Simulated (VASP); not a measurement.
# Pb (Im-3m) in VASP: further runs, part 2 of 2

VASP 6.6.1.

### 4 Single point, LDA (volume scaled by 0.96)

INCAR

```
SYSTEM = Pb
PREC = Accurate ; ENCUT = 520
EDIFF = 1E-6 ; ISMEAR = -1
SIGMA = 0.05 ; LREAL = .FALSE.
LASPH = .TRUE. ; NELM = 60
ALGO = Normal ; ISIF = 2
LWAVE = .FALSE. ; LCHARG = .FALSE.
GGA = CA ; NBANDS = 13
```

KPOINTS

```
regular mesh
0
G
  9 9 9
  0 0 0
```

POSCAR

```
Pb
1.0
   -1.9529041306      1.9529041306      1.9529041306
    1.9529041306     -1.9529041306      1.9529041306
    1.9529041306      1.9529041306     -1.9529041306
Pb
1
Direct
    0.0000000000      0.0000000000      0.0000000000
```

Potentials or basis: VASP PAW LDA potentials, release 64 (Pb_d).

Command:

```sh
> cat potpaw_LDA.64/Pb_d/POTCAR > POTCAR
> mpirun -np 1 vasp_std > vasp.out
```

OUTCAR:

```text
SYSTEM = Pb
   PREC = Accurate
   ENCUT = 520
   EDIFF = 1E-6
   ISMEAR = -1
   LREAL = .FALSE.
   LASPH = .TRUE.
   NELM = 60
   ISIF = 2
   GGA = CA

 ion  position               nearest neighbor table
   1  0.000  0.000  0.000-

  LATTYP: Found a body centered cubic cell.
 ALAT       =     3.9058082612

  Lattice vectors:

 A1 = (  -1.9529041306,   1.9529041306,   1.9529041306)
 A2 = (   1.9529041306,  -1.9529041306,   1.9529041306)
 A3 = (   1.9529041306,   1.9529041306,  -1.9529041306)

Analysis of symmetry for initial positions (statically):
=====================================================================
 Subroutine PRICEL returns:
 Original cell was already a primitive cell.

 Routine SETGRP: Setting up the symmetry group for a
 body centered cubic supercell.

 Subroutine GETGRP returns: Found 48 space group operations
 (whereof 48 operations were pure point group operations)
 out of a pool of 48 trial point group operations.

The static configuration has the point symmetry O_h .

Analysis of symmetry for dynamics (positions and initial velocities):
=====================================================================
[... 161 lines left out ...]
 Fermi energy:         7.2529200683

 k-point     1 :       0.0000    0.0000    0.0000
  band No.  band energies     occupation
      1      -9.8872      2.00000
      2      -9.8872      2.00000
      3      -9.8872      2.00000
      4      -9.6305      2.00000
      5      -9.6305      2.00000
      6      -4.6855      2.00000
      7      14.9249      0.00000
      8      14.9249      0.00000
      9      14.9249      0.00000
     10      18.3940      0.00000
     11      18.3940      0.00000
     12      18.3940      0.00000
     13      19.4819      0.00000
[... 354 lines left out ...]
  band No.  band energies     occupation
      1      -9.8864      2.00000
      2      -9.8285      2.00000
      3      -9.7188      2.00000
      4      -9.6518      2.00000
      5      -9.5019      2.00000
      6      -0.2174      2.00000
      7       3.8786      2.00000
      8       7.8890      0.00001
      9      11.8575      0.00000
     10      16.2264      0.00000
     11      17.6574      0.00000
     12      18.3872      0.00000
     13      20.2413      0.00000

 [... further k-points ...]
[... 5 lines left out ...]
  --------------------------------------------------------------------------------------
  -------------------------------------------------------------------------------------
  Total       -0.3231619     -0.3231619     -0.3231619     -0.0000000     -0.0000000      0.0000000
  in kB      -17.3791255    -17.3791255    -17.3791255     -0.0000000     -0.0000000      0.0000000
  external PRESSURE =     -17.3791255 kB  Pullay stress =       0.0000000 kB

 VOLUME and BASIS-vectors are now :
 -----------------------------------------------------------------------------
  energy-cutoff  :      520.00
  volume of cell :       29.79
      direct lattice vectors                 reciprocal lattice vectors
    -1.952904131  1.952904131  1.952904131     0.000000000  0.256028953  0.256028953
     1.952904131 -1.952904131  1.952904131     0.256028953  0.000000000  0.256028953
     1.952904131  1.952904131 -1.952904131     0.256028953  0.256028953  0.000000000

 POSITION                                       TOTAL-FORCE (eV/Angst)
 -----------------------------------------------------------------------------------
      0.00000      0.00000      0.00000         0.000000     -0.000000      0.000000
 -----------------------------------------------------------------------------------
    total drift:                               -0.000000     -0.000000     -0.000000

  FREE ENERGIE OF THE ION-ELECTRON SYSTEM (eV)
  ---------------------------------------------------
  free  energy   TOTEN  =        -4.2008623977 eV

  energy  without entropy=       -4.1965588044  energy(sigma->0) =       -4.19871060
```

OSZICAR:

```text
N       E                     dE             d eps       ncg     rms          rms(c)
DAV:   1     0.105867880683E+03    0.10587E+03   -0.70130E+03   930   0.124E+03
DAV:   2     0.724035994643E+00   -0.10514E+03   -0.10194E+03   945   0.312E+02
DAV:   3    -0.410557990691E+01   -0.48296E+01   -0.48141E+01  1166   0.722E+01
DAV:   4    -0.421319954851E+01   -0.10762E+00   -0.10761E+00  1051   0.116E+01
DAV:   5    -0.421835132866E+01   -0.51518E-02   -0.51517E-02  1318   0.229E+00    0.581E-01
DAV:   6    -0.420471518212E+01    0.13636E-01   -0.16518E-02  1143   0.231E+00    0.279E-01
DAV:   7    -0.420114397598E+01    0.35712E-02   -0.65445E-03  1178   0.132E+00    0.892E-02
DAV:   8    -0.420086228752E+01    0.28169E-03   -0.35743E-04  1288   0.323E-01    0.801E-03
DAV:   9    -0.420086239774E+01   -0.11022E-06   -0.68405E-06  1221   0.410E-02
   1 F= -.42008624E+01 E0= -.41987106E+01  d E =-.430359E-02
```

Wall time 5.7 s (1 thread of Intel Xeon Platinum 8488C (Sapphire Rapids), shared host); peak memory 0.14 GiB.

Results:

```
Free energy            : -4.2009 eV
Pressure               : -1.7 GPa
Band gap on the k mesh : zero (band 7 reaches 14.92 eV, above the bottom of band 8 at 5.10 eV)
```

Caveat: spin-orbit coupling is left out, which moves the levels of the heavy elements.

### 5 Single point, LDA (volume scaled by 0.98)

INCAR

```
SYSTEM = Pb
ALGO = Normal
EDIFF = 1E-6
ENCUT = 520
ISIF = 2
ISMEAR = -1
LASPH = .TRUE.
LCHARG = .FALSE.
LREAL = .FALSE.
LWAVE = .FALSE.
NBANDS = 13
NELM = 60
PREC = Accurate
SIGMA = 0.05
```

KPOINTS

```
k-points
0
G
  9 9 9
  0 0 0
```

POSCAR

```
Pb
1.0
   -1.9663728605      1.9663728605      1.9663728605
    1.9663728605     -1.9663728605      1.9663728605
    1.9663728605      1.9663728605     -1.9663728605
Pb
1
Direct
    0.0000000000      0.0000000000      0.0000000000
```

Command:

```sh
> cat potpaw_LDA.64/Pb_d/POTCAR > POTCAR
> mpirun -np 1 vasp_std > vasp.out
```

Run time: 6.5 s. Hardware: 1 thread of Intel Xeon Platinum 8488C (Sapphire Rapids), shared host; peak memory 0.14 GiB.

The run converged. Its results:

```
Free energy            : -4.1926 eV
Pressure               : -2.6 GPa
Band gap on the k mesh : zero (band 7 reaches 14.51 eV, above the bottom of band 8 at 4.92 eV)
```

Levels at points of the mesh, in eV from the Fermi level:
| k point | band 3 | band 4 | band 5 | band 6 | band 7 | band 8 | band 9 | band 10 | band 11 | band 12 |
| --- | --- | --- | --- | --- | --- | --- | --- | --- | --- | --- |
| (0.00, 0.00, 0.00) | -17.12 | -16.88 | -16.88 | -11.80 | 7.49 | 7.49 | 7.49 | 11.11 | 11.11 | 11.11 |

Caveat: spin-orbit coupling is left out, which moves the levels of the heavy elements.

### 6 Single point, LDA

INCAR

```
PREC = Accurate
ENCUT = 520
EDIFF = 1E-7
ISMEAR = -1
SIGMA = 0.05
LREAL = F
LASPH = T
NELM = 100
ALGO = Normal
ISIF = 2
LWAVE = F
LCHARG = F
GGA = CA
NBANDS = 13
```

KPOINTS

```
Automatic mesh
0
Gamma
  9 9 9
```

POSCAR

```
Pb
1.0
   -1.9796595667      1.9796595667      1.9796595667
    1.9796595667     -1.9796595667      1.9796595667
    1.9796595667      1.9796595667     -1.9796595667
Pb
1
Direct
    0.0000000000      0.0000000000      0.0000000000
```

Potentials or basis: VASP PAW LDA potentials, release 64 (Pb_d).

Command:

```sh
> cat potpaw_LDA.64/Pb_d/POTCAR > POTCAR
> mpirun -np 1 vasp_std > vasp.out
```

It took 7.5 s on 1 thread of Intel Xeon Platinum 8488C (Sapphire Rapids), shared host; peak memory 0.14 GiB.

It converged, with:

- Free energy: -4.1813 eV
- Pressure: -3.4 GPa
- Band gap on the k mesh: zero (band 7 reaches 14.10 eV, above the bottom of band 8 at 4.75 eV)

Levels at points of the mesh, in eV from the Fermi level:
| k point | band 5 | band 6 | band 7 | band 8 | band 9 | band 10 |
| --- | --- | --- | --- | --- | --- | --- |
| (0.00, 0.00, 0.00) | -16.87 | -11.66 | 7.31 | 7.31 | 7.31 | 11.09 |

Caveat: spin-orbit coupling is left out, which moves the levels of the heavy elements.

### 7 Summary

| level | potentials or basis | spin | cell | k mesh | gap on the mesh (eV) | pressure (GPa) |
| --- | --- | --- | --- | --- | --- | --- |
| PBEsol | VASP PAW PBE potentials, release 64 (Pb_d) | non-collinear, zero start, SOC | a = 3.429 Å, angles 109.5°, 1 atom | 7 × 7 × 7 | - | -1.6 |
| LDA | VASP PAW LDA potentials, release 64 (Pb_d) | off | a = 3.359 Å, angles 109.5°, 1 atom | 9 × 9 × 9 | none | -0.7 |
| LDA | VASP PAW LDA potentials, release 64 (Pb_d) | off | a = 3.383 Å, angles 109.5°, 1 atom | 9 × 9 × 9 | none | -1.7 |
| LDA | VASP PAW LDA potentials, release 64 (Pb_d) | off | a = 3.406 Å, angles 109.5°, 1 atom | 9 × 9 × 9 | none | -2.6 |
| LDA | VASP PAW LDA potentials, release 64 (Pb_d) | off | a = 3.429 Å, angles 109.5°, 1 atom | 9 × 9 × 9 | none | -3.4 |

Alike in all rows: task single point; cutoff (eV) 520; smearing fermi-dirac 0.05 eV.

Caveats: spin-orbit coupling is left out, which moves the levels of the heavy elements (some runs); the PAW data sets were made with another functional, which shifts forces and pressure a little (some runs).

Total energies depend on the potentials used, so only differences within one code and one set of settings carry meaning.
